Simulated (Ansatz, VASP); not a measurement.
**Two plane-wave programs on WSe2**

INCAR

```
ALGO     = Normal         # electronic algorithm
DIPOL    = 0.5 0.5 0.388
EDIFF    = 1E-6           # SCF threshold, eV
ENCUT    = 520            # plane-wave cutoff, eV
GGA      = PE             # functional
IDIPOL   = 3            
ISIF     = 2              # what is computed and relaxed
ISMEAR   = 0              # smearing method
IVDW     = 12             # dispersion correction
LASPH    = T              # aspherical terms in the spheres
LCHARG   = F              # write CHGCAR
LDIPOL   = T            
LREAL    = F              # projectors in reciprocal space
LWAVE    = F              # write WAVECAR
NBANDS   = 35             # bands
NELM     = 80             # most SCF steps
PREC     = Accurate       # precision mode
SIGMA    = 0.05           # smearing width, eV
```

File KPOINTS:

```
k-points
0
Gamma
  9 9 1
```

POSCAR

```
WSe2
1.0
    3.2854929709      0.0000000000      0.0000000000
   -1.6427464855      2.8453203767      0.0000000000
    0.0000000000      0.0000000000     24.2386466774
Se W
4 2
Direct
    0.3333333333      0.6666666667      0.1856539294
    0.3333333333      0.6666666667      0.3246601777
    0.3333333333      0.6666666667      0.4517299783
    0.3333333333      0.6666666667      0.5907362267
    0.6666666667      0.3333333333      0.2551570536
    0.6666666667      0.3333333333      0.5212331025
```

Input for Ansatz:

```yaml
crystal:
  lattice:
    - [3.2854929709, 0.0, 0.0]
    - [-1.6427464855, 2.8453203767, 0.0]
    - [0.0, 0.0, 24.2386466774]
  atoms:
    - { symbol: Se, position: [0.3333333333, 0.6666666667, 0.1856539294] }
    - { symbol: W, position: [0.6666666667, 0.3333333333, 0.2551570536] }
    - { symbol: Se, position: [0.3333333333, 0.6666666667, 0.3246601777] }
    - { symbol: Se, position: [0.3333333333, 0.6666666667, 0.4517299783] }
    - { symbol: W, position: [0.6666666667, 0.3333333333, 0.5212331025] }
    - { symbol: Se, position: [0.3333333333, 0.6666666667, 0.5907362267] }
basis:
  ecutwfc: 420
kpoints:
  mp_grid: { grid: [9, 9, 1] }
hamiltonian:
  xc: pbe
  pseudopotentials: { kind: paw, azcp: { folder: soft_1 } }
  dispersion: d3bj
scf:
  occupations: { method: gaussian, width: 0.05 }
output:
  forces: true
  eigenvalues: true
efield:
  axis: 3
  dipole_correction: true
  ramp_width: 0.04
```

Alike in both runs: task single point; functional PBE; dispersion D3(BJ); k mesh 9 × 9 × 1; occupations gaussian, width 0.05 eV; no spin polarisation.

|  | VASP | Ansatz |
| --- | --- | --- |
| version | VASP 6.6.1 | Ansatz 0.2.0 |
| potentials or method | VASP PAW PBE potentials, release 64 (Se, W_sv), cutoff 520 eV | scalar-relativistic, plane waves, PAW |
| valence electrons in the cell | 52 | 92 |

```tsv
	VASP	Ansatz	Ansatz less VASP
gap on the k mesh at the Fermi level (eV)	1.18	1.18	+0.005
least direct gap on the mesh (eV)	1.61	1.61	+0.004
rms of the force components (eV/Å)	0.194	0.209	+0.0149
```

VASP's potentials hold 52 valence electrons a cell and Ansatz's 92, so a difference there can come from the potentials and not from the codes.

Spin-orbit coupling is off throughout.
